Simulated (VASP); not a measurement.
# As (I4_1/amd) in VASP: relaxation of cell and atoms with PBE

Aim: the relaxation of cell and atoms of As with PBE.

Everything below comes from runs of VASP 6.6.1. Logs are shortened: lines on timing, memory, paths and dates and some standing lists are left out, and cuts for length are marked.

## 1. The cell of the first run

The structure is tetragonal, space group I4_1/amd (No. 141). Conventional cell: a = 3.957 Å, b = 3.957 Å, c = 13.709 Å, α = 90.00°, β = 90.00°, γ = 90.00°. As (site symmetry 2mm) has 3 As at 2.28 Å within 3.0 Å.

The cell was generated, and may not be a known phase.

## 2. Relaxation of cell and atoms, PBE

File INCAR:

```
SYSTEM = As
ALGO = Normal
EDIFF = 1E-7
EDIFFG = -0.04
ENCUT = 510
GGA = PE
GGA_COMPAT = .FALSE.
IBRION = 2
ISIF = 3
ISMEAR = 0
LASPH = .TRUE.
LCHARG = .FALSE.
LREAL = .FALSE.
LWAVE = .FALSE.
NELM = 120
NELMIN = 4
NSW = 90
PREC = Accurate
SIGMA = 0.1
```

File KPOINTS:

```
k-points
0
G
  6 6 6
  0 0 0
```

File POSCAR:

```
As
1.0
   -1.9786948700      1.9786948700      6.8543999000
    1.9786948700     -1.9786948700      6.8543999000
    1.9786948700      1.9786948700     -6.8543999000
As
4
Direct
    0.0833333400      0.0833333400      0.0000000000
    0.8333333400      0.3333333400      0.5000000000
    0.9166666600      0.9166666600      0.0000000000
    0.6666666600      0.1666666600      0.5000000000
```

Potentials or basis: VASP PAW PBE potentials, release 64 (As_d).

The run is started by

```console
$ cat potpaw_PBE.64/As_d/POTCAR > POTCAR
$ mpirun -np 1 vasp_std > vasp.out
```

OUTCAR:

```text
SYSTEM = As
   EDIFF = 1E-7
   EDIFFG = -0.04
   ENCUT = 510
   GGA = PE
   IBRION = 2
   ISIF = 3
   ISMEAR = 0
   LASPH = .TRUE.
   LREAL = .FALSE.
   NELM = 120
   NELMIN = 4
   NSW = 90
   PREC = Accurate

 ion  position               nearest neighbor table
   1  0.083  0.083  0.000-   4 2.28   4 2.28   3 2.28
   2  0.833  0.333  0.500-   3 2.28   3 2.28   4 2.28
   3  0.917  0.917  0.000-   2 2.28   2 2.28   1 2.28
   4  0.667  0.167  0.500-   1 2.28   1 2.28   2 2.28

  LATTYP: Found a body centered tetragonal cell.
 ALAT       =     3.9573897400
 C/A-ratio  =     3.4641015166

  Lattice vectors:

 A1 = (  -1.9786948700,   1.9786948700,   6.8543999000)
 A2 = (   1.9786948700,  -1.9786948700,   6.8543999000)
 A3 = (   1.9786948700,   1.9786948700,  -6.8543999000)

Analysis of symmetry for initial positions (statically):
=====================================================================
 Subroutine PRICEL returns:
 Original cell was already a primitive cell.

 Routine SETGRP: Setting up the symmetry group for a
 body centered tetragonal supercell.

 Subroutine GETGRP returns: Found 16 space group operations
 (whereof  8 operations were pure point group operations)
 out of a pool of 16 trial point group operations.

The static configuration has the point symmetry D_2d.
 The point group associated with its full space group is D_4h.

Analysis of symmetry for dynamics (positions and initial velocities):
=====================================================================
 Subroutine PRICEL returns:
 Original cell was already a primitive cell.

 Routine SETGRP: Setting up the symmetry group for a
 body centered tetragonal supercell.

 Subroutine GETGRP returns: Found 16 space group operations
 (whereof  8 operations were pure point group operations)
 out of a pool of 16 trial point group operations.

The dynamic configuration has the point symmetry D_2d.
 The point group associated with its full space group is D_4h.

 Subroutine INISYM returns: Found 16 space group operations
 (whereof  8 operations are pure point group operations),
 and found     1 'primitive' translations

----------------------------------------------------------------------------------------

                                     Primitive cell

  volume of cell :     107.3463

  direct lattice vectors                    reciprocal lattice vectors
    -1.978694870  1.978694870  6.854399900     0.000000000  0.252691816  0.072945846
     1.978694870 -1.978694870  6.854399900     0.252691816  0.000000000  0.072945846
     1.978694870  1.978694870 -6.854399900     0.252691816  0.252691816  0.000000000

  length of vectors
     7.403598096  7.403598096  7.403598096     0.263009981  0.263009981  0.357360193

  position of ions in fractional coordinates (direct lattice)
     0.083333340  0.083333340  0.000000000
     0.833333340  0.333333340  0.500000000
     0.916666660  0.916666660  0.000000000
     0.666666660  0.166666660  0.500000000

  ion indices of the primitive-cell ions
   primitive index   ion index
                 1           1
                 2           2
                 3           3
                 4           4

----------------------------------------------------------------------------------------

 KPOINTS: k-points

Automatic generation of k-mesh.
 Grid dimensions read from file:
 generate k-points for:    6    6    6

 Generating k-lattice:

  Cartesian coordinates                     Fractional coordinates (reciprocal lattice)
     0.000000000  0.042115303  0.012157641     0.166666667 -0.000000000  0.000000000
     0.042115303  0.000000000  0.012157641    -0.000000000  0.166666667  0.000000000
     0.042115303  0.042115303  0.000000000     0.000000000  0.000000000  0.166666667

  Length of vectors
     0.043834997  0.043834997  0.059560032

  Shift w.r.t. Gamma in fractional coordinates (k-lattice)
     0.000000000  0.000000000  0.000000000

 Subroutine IBZKPT returns following result:
 ===========================================

 Found     30 irreducible k-points:

 Following reciprocal coordinates:
            Coordinates               Weight
  0.000000  0.000000  0.000000      1.000000
  0.166667  0.000000  0.000000      8.000000
  0.333333  0.000000 -0.000000      8.000000
  0.500000  0.000000 -0.000000      4.000000
  0.166667  0.166667 -0.000000      8.000000
  0.333333  0.166667 -0.000000     16.000000
[... 16 lines left out ...]
 -0.333333 -0.333333  0.166667      8.000000
 -0.166667 -0.333333  0.166667      8.000000
 [... further k-points ...]
   k-points           NKPTS =     30   k-points in BZ     NKDIM =     30   number of bands    NBANDS=     36
   number of dos      NEDOS =    301   number of ions     NIONS =      4
   total plane-waves  NPLWV = 175616
   dimension x,y,z NGX =    56 NGY =   56 NGZ =   56
   dimension x,y,z NGXF=   112 NGYF=  112 NGZF=  112
   ions per type =               4
   NGX,Y,Z   is equivalent  to a cutoff of  12.57, 12.57, 12.57 a.u.
   NGXF,Y,Z  is equivalent  to a cutoff of  25.15, 25.15, 25.15 a.u.
 SYSTEM =  As
   PREC   = accura    normal or accurate (medium, high low for compatibility)
   ISTART =      0    job   : 0-new  1-cont  2-samecut
   ICHARG =      2    charge: 1-file 2-atom 10-const
   ISPIN  =      1    spin polarized calculation?
   LNONCOLLINEAR =      F non collinear calculations
   LSORBIT =      F    spin-orbit coupling
   LASPH  =      T    aspherical Exc in radial PAW
   ENCUT  =  510.0 eV  37.48 Ry    6.12 a.u.  13.63 13.63 13.63*2*pi/ulx,y,z
   NELM   =    120;   NELMIN=  4; NELMDL= -5     # of ELM steps
   EDIFF  = 0.1E-06   stopping-criterion for ELM
   LREAL  =      F    real-space projection
   EDIFFG = -.4E-01   stopping-criterion for IOM
   NSW    =     90    number of steps for IOM
   IBRION =      2    ionic relax: 0-MD 1-quasi-New 2-CG
   NFREE  =      1    steps in history (QN), initial steepest desc. (CG)
   ISIF   =      3    stress and relaxation
   ISYM   =      2    0-nonsym 1-usesym 2-fastsym
   POTIM  = 0.5000    time-step for ionic-motion
   TEBEG  =    0.0;   TEEND  =   0.0 temperature during run
   PSTRESS=    0.0 pullay stress
   NELECT =      60.0000    total number of electrons
   NUPDOWN=      -1.0000    fix difference up-down
   EMIN   =  10.00;   EMAX   =-10.00  energy-range for DOS
   EFERMI =   0.00;   METHOD = LEGACY
   ISMEAR =     0;   SIGMA  =   0.10  broadening in eV -4-tet -1-fermi 0-gaus
   EFERMI_NEDOS =   21; number of points for ismear=-14 and -15
   IALGO  =     38    algorithm
   IMIX   =      4    mixing-type and parameters
     AMIX     =   0.40;   BMIX     =  1.00
     AMIX_MAG =   1.60;   BMIX_MAG =  1.00
  volume/ion in A,a.u.               =      26.84       181.10
  Fermi-wavevector in a.u.,A,eV,Ry     =   1.348537  2.548366 24.742905  1.818552
  Thomas-Fermi vector in A             =   2.476198
   LORBIT       =      0    0 simple, 1 ext, 2 COOP (PROOUT), +10 PAW based schemes
   GGA     = PE    functional components
   LHFCALC =     F    Hartree Fock is set to
   AEXX    =    0.0000 exact exchange contribution
   IVDW    =     0    specifies the selected vdW correction
   LEPSILON=     F    determine dielectric tensor
   LRPA    =     F    only Hartree local field effects (RPA)
 conjugate gradient relaxation of ions
 non-spin polarized calculation
 Gauss-broadening in eV      SIGMA  =   0.10
  energy-cutoff  :      510.00
  volume of cell :      107.35
 maximum number of plane-waves:      2849
 NGX is ok and might be reduce to    56
   NGX = 27   NGY = 27   NGZ = 27

--------------------------------------- Ionic step        1  -------------------------------------------

 number of electron      59.9999989 magnetization

 Free energy of the ion-electron system (eV)
  ---------------------------------------------------
  ext. energy  EPLUGINS =         0.00000000
  ---------------------------------------------------
  free energy    TOTEN  =       -15.07450295 eV

  energy without entropy =      -15.06280838  energy(sigma->0) =      -15.06865567

------------------------ aborting loop because EDIFF is reached ----------------------------------------

  FORCE on cell =-STRESS in cart. coord.  units (eV):
  Direction    XX          YY          ZZ          XY          YZ          ZX
  --------------------------------------------------------------------------------------
  -------------------------------------------------------------------------------------
  Total        8.0591457      8.0591457     14.0223354      0.0000000      0.0000000      0.0000000
  in kB      120.2852860    120.2852860    209.2877686      0.0000000      0.0000000      0.0000000
  external PRESSURE =     149.9527802 kB  Pullay stress =       0.0000000 kB
[... 2931 lines left out ...]
     35      19.8283      0.00000
     36      20.0868      0.00000

 [... further k-points ...]

[... ionic steps 4 to 26 ...]

--------------------------------------- Ionic step       27  -------------------------------------------

 number of electron      59.9999968 magnetization

------------------------ aborting loop because EDIFF is reached ----------------------------------------

  FORCE on cell =-STRESS in cart. coord.  units (eV):
  Direction    XX          YY          ZZ          XY          YZ          ZX
  --------------------------------------------------------------------------------------
  -------------------------------------------------------------------------------------
  Total        0.0478458      0.0478458      0.1782595      0.0000000      0.0000000      0.0000000
  in kB        0.8111563      0.8111563      3.0221317      0.0000000      0.0000000      0.0000000
  external PRESSURE =       1.5481481 kB  Pullay stress =       0.0000000 kB
[... 61 lines left out ...]
  energy  without entropy=      -17.4660681693  energy(sigma->0) =      -17.46606844

--------------------------------------- Ionic step       29  -------------------------------------------

 number of electron      59.9999956 magnetization

 Free energy of the ion-electron system (eV)
  ---------------------------------------------------
  ext. energy  EPLUGINS =         0.00000000
  ---------------------------------------------------
  free energy    TOTEN  =       -17.46622607 eV

  energy without entropy =      -17.46622539  energy(sigma->0) =      -17.46622573

 E-fermi :   2.4947     XC(G=0): -10.1471

 val. band max:        2.1884166842   @ k =   0.3333   0.3333  -0.0000
 cond. band min:       2.7934166503   @ k =  -0.1667   0.5000   0.1667
 fundamental gap:      0.6049999661
 Fermi energy:         2.4946513379

 k-point     1 :       0.0000    0.0000    0.0000
  band No.  band energies     occupation
      1     -33.3134      2.00000
      2     -33.3134      2.00000
      3     -33.2897      2.00000
      4     -33.2871      2.00000
      5     -33.2475      2.00000
      6     -33.2472      2.00000
[... 958 lines left out ...]
  FREE ENERGIE OF THE ION-ELECTRON SYSTEM (eV)
  ---------------------------------------------------
  free  energy   TOTEN  =       -17.4662260708 eV

  energy  without entropy=      -17.4662253887  energy(sigma->0) =      -17.46622573

 reached required accuracy - stopping structural energy minimisation
```

Run time: 48 min. Hardware: 1 thread of Intel Xeon 6975P-C (Granite Rapids), shared host; peak memory 0.5 GiB.

What came out:

```
Free energy                           : -17.4662 eV
Relaxed volume                        : 23.67 Å³/atom
Relaxed cell                          : a = 10.436 Å, b = 10.436 Å, c = 10.436 Å, α = 163.22°, β = 163.22°, γ = 23.81°
Space group after relaxing (to 0.1 Å) : I4_1/amd (No. 141)
Pressure after relaxing               : 0.1 GPa
Largest force after relaxing          : 0.029 eV/Å
Band gap on the k mesh                : zero (bands 30 and 31 overlap by 4.28 eV)
```

Forces on the atoms (eV/Å):
```
As   0.000  0.000  0.029
As   0.000  0.000  0.029
As   0.000  0.000 -0.029
As   0.000  0.000 -0.029
```

Final structure:
```xyz
4
Lattice="-1.5226 1.5226 10.2116 1.5226 -1.5226 10.2116 1.5226 1.5226 -10.2116" Properties=species:S:1:pos:R:3 pbc="T T T"
As    0.0000    0.0000    1.5632
As    0.0000    1.5226    6.6690
As    0.0000    0.0000   18.8601
As    0.0000    1.5226    3.5426
```

Levels at points of the mesh, in eV from the Fermi level:
```csv
k point,band 26,band 27,band 28,band 29,band 30,band 31,band 32,band 33,band 34,band 35
"(0.00, 0.00, 0.00)",-1.24,0.91,0.91,1.48,1.62,1.62,4.78,4.78,4.80,4.89
"(0.50, 0.00, 0.00)",-4.86,-4.48,-2.43,-1.74,0.85,1.95,2.06,4.22,4.27,4.94
"(0.50, 0.50, 0.00)",-3.65,-2.79,-2.79,-2.53,-2.53,-2.30,-2.30,1.90,1.90,3.76
"(0.50, 0.50, 0.50)",-3.41,0.89,0.89,1.66,1.66,3.75,3.75,4.41,4.41,5.28
```

Caveat: a cell axis changed by over 15 % at a fixed basis, so the end point is rough.

The gap in the log of VASP goes by the Fermi energy; the results here count the filled bands.